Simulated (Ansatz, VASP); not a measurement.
**GaAs: VASP beside Ansatz**

```
Ga As
1.0
     4.10162    0.00000    0.00000
     0.00000   12.45612    0.00000
     0.00000    0.00000    6.15916
Ga As
6 6
Direct
  0.00000 0.64580 0.09803
  0.50000 0.85420 0.90197
  0.00000 0.00000 0.40244
  0.50000 0.14580 0.90197
  0.00000 0.35420 0.09803
  0.50000 0.50000 0.59756
  0.50000 0.65057 0.86434
  0.00000 0.84943 0.13566
  0.50000 0.00000 0.62916
  0.00000 0.15057 0.13566
  0.50000 0.34943 0.86434
  0.00000 0.50000 0.37084
```

Alike in both runs: functional PBE; k mesh 4 × 2 × 4; occupations gaussian, width 0.1 eV; no spin polarisation.

Ansatz relaxed the structure, and its values are those at the end. VASP's run is a single point on that final structure, the one shown.

|  | VASP | Ansatz |
| --- | --- | --- |
| version | VASP 6.6.1 | Ansatz 0.2.0 |
| potentials or method | VASP PAW PBE potentials, release 64 (Ga_d, As), cutoff 520 eV | scalar-relativistic, plane waves, PAW |
| valence electrons in the cell | 108 | 168 |

|  | VASP | Ansatz | Ansatz less VASP |
| --- | --- | --- | --- |
| gap on the k mesh at the Fermi level (eV) | 0.03 | 0.03 | 0.000 |
| least direct gap on the mesh (eV) | 0.03 | 0.03 | 0.000 |
| pressure (GPa) | 0.2 | 0.0 | -0.15 |
| rms of the force components (eV/Å) | 0.016 | 0.017 | +0.0002 |

VASP's potentials hold 108 valence electrons a cell and Ansatz's 168, so a difference there can come from the potentials and not from the codes.
